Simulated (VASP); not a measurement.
# CdS (P3m1) in VASP: further runs, part 3 of 3

VASP 6.6.1. Earlier steps stand in the parts before.

### 6 Single point, PBEsol-based screened hybrid with 25 % exact exchange

This run uses another cell than the first one.

Input file POSCAR:

```
CdS
1.0
    4.1848456476      0.0000000000      0.0000000000
   -2.0924228238      3.6241826417      0.0000000000
    0.0000000000      0.0000000000      5.8301463098
Cd S
1 1
Direct
    0.0000000000      0.0000000000      0.4382514285
    0.6666666667      0.3333333333      0.4387485715
```

Input file INCAR.step1:

```
PREC = Accurate ; ENCUT = 470
EDIFF = 1E-5 ; ISMEAR = -1
SIGMA = 0.05 ; LREAL = F
LASPH = T ; NELM = 120
ALGO = Normal ; ISIF = 2
LWAVE = T ; NBANDS = 20
GGA = PE ; GGA_COMPAT = F
```

Input file INCAR.step2:

```
PREC = Accurate ; ENCUT = 470
EDIFF = 1E-6 ; ISMEAR = -1
SIGMA = 0.05 ; LREAL = F
LASPH = T ; NELM = 120
ALGO = Normal ; ISIF = 2
LWAVE = F ; LCHARG = T
GGA = PS ; LHFCALC = T
AEXX = 0.25 ; HFSCREEN = 0.207
PRECFOCK = Normal ; LELF = T
LVHAR = T ; NBANDS = 20
ISTART = 1 ; GGA_COMPAT = F
```

Input file KPOINTS:

```
Automatic mesh
0
Gamma
  4 4 3
```

Potentials or basis: VASP PAW PBE potentials, release 64 (Cd_sv_GW, S).

Launch:

```console
cat potpaw_PBE.64/Cd_sv_GW/POTCAR potpaw_PBE.64/S/POTCAR > POTCAR
cp INCAR.step1 INCAR
mpirun -np 1 vasp_std > vasp.out
cp INCAR.step2 INCAR
mpirun -np 1 vasp_std > vasp.out
```

OUTCAR:

```text
PREC = Accurate
   ENCUT = 470
   EDIFF = 1E-6
   ISMEAR = -1
   LREAL = F
   LASPH = T
   NELM = 120
   ISIF = 2
   GGA = PS
   LHFCALC = T
   AEXX = 0.25
   HFSCREEN = 0.207
   PRECFOCK = Normal
   ISTART = 1

 ion  position               nearest neighbor table
   1  0.000  0.000  0.438-   2 2.42   2 2.42   2 2.42
   2  0.667  0.333  0.439-   1 2.42   1 2.42   1 2.42

  LATTYP: Found a hexagonal cell.
 ALAT       =     4.1848456476
 C/A-ratio  =     1.3931568332

  Lattice vectors:

 A1 = (   4.1848456476,   0.0000000000,   0.0000000000)
 A2 = (  -2.0924228238,   3.6241826417,   0.0000000000)
 A3 = (   0.0000000000,   0.0000000000,   5.8301463098)

Analysis of symmetry for initial positions (statically):
=====================================================================
 Subroutine PRICEL returns:
 Original cell was already a primitive cell.

 Routine SETGRP: Setting up the symmetry group for a
 hexagonal supercell.

 Subroutine GETGRP returns: Found  6 space group operations
 (whereof  6 operations were pure point group operations)
 out of a pool of 24 trial point group operations.

The static configuration has the point symmetry C_3v.

Analysis of symmetry for dynamics (positions and initial velocities):
=====================================================================
 Subroutine PRICEL returns:
 Original cell was already a primitive cell.

 Routine SETGRP: Setting up the symmetry group for a
 hexagonal supercell.

 Subroutine GETGRP returns: Found  6 space group operations
 (whereof  6 operations were pure point group operations)
 out of a pool of 24 trial point group operations.
[... 101 lines left out ...]
   EFERMI_NEDOS =   21; number of points for ismear=-14 and -15
   IALGO  =     38    algorithm
   IMIX   =      1    mixing-type and parameters
     AMIX     =   0.40;   BMIX     =  1.00
     AMIX_MAG =   1.60;   BMIX_MAG =  1.00
  volume/ion in A,a.u.               =      44.21       298.36
  Fermi-wavevector in a.u.,A,eV,Ry     =   1.088620  2.057193 16.124175  1.185093
  Thomas-Fermi vector in A             =   2.224805
   LORBIT       =      0    0 simple, 1 ext, 2 COOP (PROOUT), +10 PAW based schemes
   GGA     = PS    functional components
   LHFCALC =     T    Hartree Fock is set to
   PRECFOCK=normal    Normal, Fast or Accurate (Low or Medium for compatibility)
   ENCUT4O =  -1.0   cutoff for four orbital integrals eV
   NKREDX  =     1    reduce k-point grid by
   NKREDY  =     1    reduce k-point grid by
   NKREDZ  =     1    reduce k-point grid by
   AEXX    =    0.2500 exact exchange contribution
   HFSCREEN=    0.2070 screening length (either q_TF or 0.3 A-1)
   HFSCREENC=   0.2070 screening length for correlation (either q_TF or 0.3 A-1)
   ENCUTFOCK=  -1.0 apply spherical cutoff to Coloumb kernel
   IVDW    =     0    specifies the selected vdW correction
   LEPSILON=     F    determine dielectric tensor
   LRPA    =     F    only Hartree local field effects (RPA)
 non-spin polarized calculation
  energy-cutoff  :      470.00
  volume of cell :       88.42
 maximum number of plane-waves:      2091
 NGX is ok and might be reduce to    30
  NGX = 24; NGY = 24; NGZ = 32

 number of electron      25.9999986 magnetization

 Free energy of the ion-electron system (eV)
  ---------------------------------------------------
  ext. energy  EPLUGINS =         0.00000000
  ---------------------------------------------------
  free energy    TOTEN  =        -7.52137254 eV

  energy without entropy =       -7.52137254  energy(sigma->0) =       -7.52137254

 E-fermi :  -0.3161     XC(G=0):  -5.3282

 val. band max:       -1.6897600015   @ k =   0.0000   0.0000   0.3333
 cond. band min:       0.8575984916   @ k =   0.0000   0.0000   0.0000
 fundamental gap:      2.5473584932
 Fermi energy:        -0.3160527003

 k-point     1 :       0.0000    0.0000    0.0000
  band No.  band energies     occupation
      1    -108.0302      2.00000
      2     -67.8409      2.00000
      3     -67.7480      2.00000
      4     -67.7480      2.00000
      5     -14.7762      2.00000
      6     -10.7028      2.00000
[... 196 lines left out ...]
     19       9.5098      0.00000
     20      10.6438      0.00000

------------------------ aborting loop because EDIFF is reached ----------------------------------------

  FORCE on cell =-STRESS in cart. coord.  units (eV):
  Direction    XX          YY          ZZ          XY          YZ          ZX
  --------------------------------------------------------------------------------------
  -------------------------------------------------------------------------------------
  Total       -0.4720192     -0.4720192     -0.3965391      0.0000000      0.0000000      0.0000000
  in kB       -8.5526604     -8.5526604     -7.1850133      0.0000000      0.0000000      0.0000000
  external PRESSURE =      -8.0967780 kB  Pullay stress =       0.0000000 kB

 VOLUME and BASIS-vectors are now :
 -----------------------------------------------------------------------------
  energy-cutoff  :      470.00
  volume of cell :       88.42
      direct lattice vectors                 reciprocal lattice vectors
     4.184845648  0.000000000  0.000000000     0.238957439  0.137962142  0.000000000
    -2.092422824  3.624182642  0.000000000     0.000000000  0.275924284  0.000000000
     0.000000000  0.000000000  5.830146310     0.000000000  0.000000000  0.171522282

 POSITION                                       TOTAL-FORCE (eV/Angst)
 -----------------------------------------------------------------------------------
      0.00000      0.00000      2.55507         0.000000      0.000000      0.000147
      2.09242      1.20806      2.55797        -0.000000     -0.000000     -0.000147
 -----------------------------------------------------------------------------------
    total drift:                                0.000095     -0.000039     -0.001261

  FREE ENERGIE OF THE ION-ELECTRON SYSTEM (eV)
  ---------------------------------------------------
  free  energy   TOTEN  =        -7.5213725426 eV

  energy  without entropy=       -7.5213725426  energy(sigma->0) =       -7.52137254
```

OUTCAR.step1:

```text
PREC = Accurate
   ENCUT = 470
   EDIFF = 1E-5
   ISMEAR = -1
   LREAL = F
[... 412 lines left out ...]
      0.00000      0.00000      2.55507         0.000000     -0.000000     -0.001559
      2.09242      1.20806      2.55797        -0.000000      0.000000      0.001559
 -----------------------------------------------------------------------------------
    total drift:                               -0.000001      0.000001     -0.001970

  FREE ENERGIE OF THE ION-ELECTRON SYSTEM (eV)
  ---------------------------------------------------
  free  energy   TOTEN  =        -5.6685763663 eV

  energy  without entropy=       -5.6685763369  energy(sigma->0) =       -5.66857635
```

OSZICAR.step1:

```text
N       E                     dE             d eps       ncg     rms          rms(c)
DAV:   1     0.323573636204E+03    0.32357E+03   -0.15327E+04   440   0.123E+03
DAV:   2     0.308813982569E+02   -0.29269E+03   -0.26609E+03   360   0.525E+02
DAV:   3    -0.448894734478E+01   -0.35370E+02   -0.34978E+02   508   0.180E+02
DAV:   4    -0.636509773140E+01   -0.18762E+01   -0.18734E+01   480   0.485E+01
DAV:   5    -0.646524371388E+01   -0.10015E+00   -0.10013E+00   548   0.102E+01    0.220E+01
DAV:   6    -0.570566216909E+01    0.75958E+00   -0.18737E+00   632   0.209E+01    0.165E+01
DAV:   7    -0.569826868771E+01    0.73935E-02   -0.90357E-01   552   0.781E+00    0.321E+00
DAV:   8    -0.566759118349E+01    0.30678E-01   -0.16382E-01   568   0.289E+00    0.516E-01
DAV:   9    -0.566827107504E+01   -0.67989E-03   -0.93153E-03   412   0.128E+00    0.111E-01
DAV:  10    -0.566844914741E+01   -0.17807E-03   -0.40926E-04   504   0.212E-01    0.787E-02
DAV:  11    -0.566857638999E+01   -0.12724E-03   -0.15829E-04   480   0.147E-01    0.195E-02
DAV:  12    -0.566857636631E+01    0.23679E-07   -0.11264E-05   392   0.693E-02
   1 F= -.56685764E+01 E0= -.56685764E+01  d E =-.294507E-07
```

Run time: 17 min. Hardware: 1 thread of AMD EPYC 7R43 (Zen 3), shared host; peak memory 0.28 GiB.

What came out:

| Item | Value |
| --- | --- |
| Free energy | -7.5214 eV |
| Pressure | -0.8 GPa |
| Band gap on the k mesh | 2.55 eV |

Stress tensor (GPa, compression positive):
```
-0.86  0.00  0.00
 0.00 -0.86  0.00
 0.00  0.00 -0.72
```

Caveat: the k points lie up to 0.43 Å⁻¹ apart; the PAW data sets were made with another functional, which shifts forces and pressure a little. A k mesh can miss the band edges.

### 7 The runs side by side

| level | cell | k mesh | cutoff (eV) | smearing | grid for exact exchange (PRECFOCK) | share of exact exchange | screening parameter | gap on the mesh (eV) | pressure (GPa) | largest force (eV/Å) |
| --- | --- | --- | --- | --- | --- | --- | --- | --- | --- | --- |
| BLYP | a = 4.261, b = 4.261, c = 5.804 Å, angles 90.0, 90.0, 120.0°, 2 atoms, atomic positions A | 7 × 7 × 5 | 630 | fermi-dirac 0.05 eV | - | - | - | 1.37 | 1.1 | 0.01 |
| RPBE | a = 4.261, b = 4.261, c = 5.804 Å, angles 90.0, 90.0, 120.0°, 2 atoms, atomic positions A | 7 × 7 × 5 | 630 | fermi-dirac 0.05 eV | - | - | - | 1.58 | 0.6 | - |
| PBE | a = 4.261, b = 4.261, c = 5.804 Å, angles 90.0, 90.0, 120.0°, 2 atoms, atomic positions A | 7 × 7 × 5 | 630 | gaussian 0.017 eV | - | - | - | 1.46 | -0.3 | - |
| HSE06 | a = 4.204, b = 4.204, c = 5.726 Å, angles 90.0, 90.0, 120.0°, 2 atoms, atomic positions A | 4 × 4 × 4 | 470 | fermi-dirac 0.05 eV | Normal | 0.25 | 0.2079 1/Å | 2.56 | -0.3 | 0.01 |
| PBEsol-based screened hybrid with 25 % exact exchange | a = 4.185, b = 4.185, c = 5.830 Å, angles 90.0, 90.0, 120.0°, 2 atoms, atomic positions B | 4 × 4 × 3 | 470 | fermi-dirac 0.05 eV | Normal | 0.25 | 0.207 1/Å | 2.55 | -0.8 | - |

Alike in all rows: task single point; potentials or basis VASP PAW PBE potentials, release 64 (Cd_sv_GW, S); no spin polarisation.

Caveats: some runs use coarse meshes; the PAW data sets were made with another functional, which shifts forces and pressure a little (at least some runs).

Total energies depend on the potentials used, so only differences within one code and one set of settings carry meaning.
